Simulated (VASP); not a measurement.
Write the native input for VASP 6.6.1 that does the following.

| Item | Value |
| --- | --- |
| Task | single point |
| Functional | PBE |
| Potentials or basis | VASP PAW PBE potentials, release 64 (B, N) |
| Cutoff | 600 eV |
| k mesh | 10 × 10 × 6 |
| Occupations | gaussian, width 0.05 eV |
| Spin | no spin polarisation |
| Dipole correction | no |
| Further INCAR settings | ALGO = Normal; EDIFF = 1e-06; NBANDS = 16 |

The structure of BN lies in POSCAR:

```
BN
1.0
    0.0000000000     -1.8130010000     -1.8130010000
    0.0000000000      1.8130010000     -1.8130010000
    3.6260020000      0.0000000000      0.0000000000
B N
2 2
Direct
    0.5344732297      0.4655267703      0.5000000000
   -0.0344732297      0.0344732297      0.0000000000
    0.0306284018      0.5306284018      0.2500000000
    0.4693715982     -0.0306284018      0.7500000000
```

This cell differs from its parent crystal: atoms displaced along a vibrational mode.

The input as run:

INCAR

```
SYSTEM = BN
ALGO = Normal
EDIFF = 1E-6
ENCUT = 600
GGA = PE
GGA_COMPAT = .FALSE.
ISIF = 2
ISMEAR = 0
LASPH = .TRUE.
LCHARG = .TRUE.
LELF = .TRUE.
LREAL = .FALSE.
LVHAR = .TRUE.
LWAVE = .FALSE.
NBANDS = 16
NELM = 120
PREC = Accurate
SIGMA = 0.05
```

KPOINTS

```
k-points
0
G
  10 10 6
  0 0 0
```

Potentials or basis: VASP PAW PBE potentials, release 64 (B, N).

Command:

```console
$ cat potpaw_PBE.64/B/POTCAR potpaw_PBE.64/N/POTCAR > POTCAR
$ mpirun -np 1 vasp_std > vasp.out
```

It gave:

The pressure is -0.9 GPa, the largest force is 2.760 eV/Å and the band gap on the k mesh is 3.93 eV (least direct gap 4.13 eV).

Caveat: the cell differs from its parent crystal (atoms displaced along a vibrational mode); the stress differs along the axes, from -3 to 2 GPa; forces of over 1 eV/Å act on the atoms, so gaps and moduli don't describe the material at rest.

It took 29 s on 1 thread of AMD EPYC 7R13 Processor (Zen 3), on a shared host, peak memory 0.13 GiB.
